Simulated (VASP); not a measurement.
Here is a VASP 6.6.1 calculation.

The input INCAR:

```
PREC = Accurate ; ENCUT = 520
EDIFF = 1E-6 ; ISMEAR = 0
SIGMA = 0.05 ; LREAL = F
LASPH = T ; NELM = 80
ALGO = Normal ; ISIF = 2
LWAVE = F ; LCHARG = F
GGA = PS ; NBANDS = 14
```

File KPOINTS:

```
Automatic mesh
0
Gamma
  8 8 8
```

File POSCAR:

```
NaCl
1.0
    0.0000000000      2.8459087500      2.8317500000
    2.8317500000      0.0000000000      2.8317500000
    2.8317500000      2.8459087500      0.0000000000
Na Cl
1 1
Direct
    0.0000000000      0.0000000000      0.0000000000
    0.5000000000      0.5000000000      0.5000000000
```

Potentials or basis: VASP PAW PBE potentials, release 64 (Na_pv, Cl).

The run is started by

```console
$ cat potpaw_PBE.64/Na_pv/POTCAR potpaw_PBE.64/Cl/POTCAR > POTCAR
$ mpirun -np 1 vasp_std > vasp.out
```

(1) Predict the pressure.

(2) Predict the band gap on the k mesh.

Results:

(1) -0.9 GPa.

(2) 4.87 eV.

Caveat: the cell differs from its parent crystal (strain +0.0050 x Voigt [0, 1, 0, 0, 0, 0]); the PAW data sets were made with another functional, which shifts forces and pressure a little.
